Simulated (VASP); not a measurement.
Set up this calculation in VASP 6.6.1, as the native input.

| Item | Value |
| --- | --- |
| Task | single point |
| Functional | PBE |
| Dispersion | D3(BJ) |
| Potentials or basis | VASP PAW PBE potentials, release 64 (Sn_d, O, Cu) |
| Cutoff | 520 eV |
| k mesh | 7 × 7 × 1 |
| Occupations | gaussian, width 0.05 eV |
| Spin | collinear spin |
| Starting moments | [0.0, 0.0, 0.0, 0.0, 1.0] μB |
| Dipole correction | yes |
| Further INCAR settings | ALGO = Normal; EDIFF = 1e-06; NBANDS = 38 |

The structure of CuSn2O2 lies in POSCAR:

```
CuSn2O2
1.0
    3.8201708766      0.0000000000      0.0000000000
    0.0000000000      3.8201708766      0.0000000000
    0.0000000000      0.0000000000     19.3630360333
Sn O Cu
2 2 1
Direct
    0.5000000000      0.0000000000      0.2065791745
    0.0000000000      0.5000000000      0.3286176828
    0.0000000000      0.0000000000      0.2675984287
    0.5000000000      0.5000000000      0.2675984287
    0.2500000000      0.7500000000      0.4422362288
```

One way to write it, as run:

INCAR

```
SYSTEM = CuSn2O2
PREC = Accurate
ENCUT = 520
EDIFF = 1E-6
ISMEAR = 0
SIGMA = 0.05
LREAL = .False.
LASPH = .True.
NELM = 150
ALGO = Normal
ISIF = 2
LWAVE = .False.
LCHARG = .True.
ISPIN = 2
MAGMOM = 0 0 0 0 1
LORBIT = 11
LMAXMIX = 4
LDIPOL = .True.
IDIPOL = 3
DIPOL = 0.5 0.5 0.303
GGA = PE
IVDW = 12
LELF = .True.
LVHAR = .True.
LVACPOTAV = .True.
NBANDS = 38
```

KPOINTS

```
regular mesh
0
Gamma
  7 7 1
  0 0 0
```

Potentials or basis: VASP PAW PBE potentials, release 64 (Sn_d, O, Cu).

Run with:

```bash
$ cat potpaw_PBE.64/Sn_d/POTCAR potpaw_PBE.64/O/POTCAR potpaw_PBE.64/Cu/POTCAR > POTCAR
$ mpirun -np 1 vasp_std > vasp.out
```

It gave:

```
Largest force                                         : 0.198 eV/Å
Net moment                                            : 0.52 μB per cell
Site moments                                          : Sn +0.00, +0.07; O +0.03; Cu +0.11 μB
Valence electrons inside the program's atomic spheres : Sn 12.10; O 5.00; Cu 9.78
Dispersion energy per atom                            : -0.162 eV
```

Wall time 8.5 min on 1 thread of AMD EPYC 9R45 96-Core Processor (Zen 5), with other jobs on the host, peak memory 0.56 GiB.
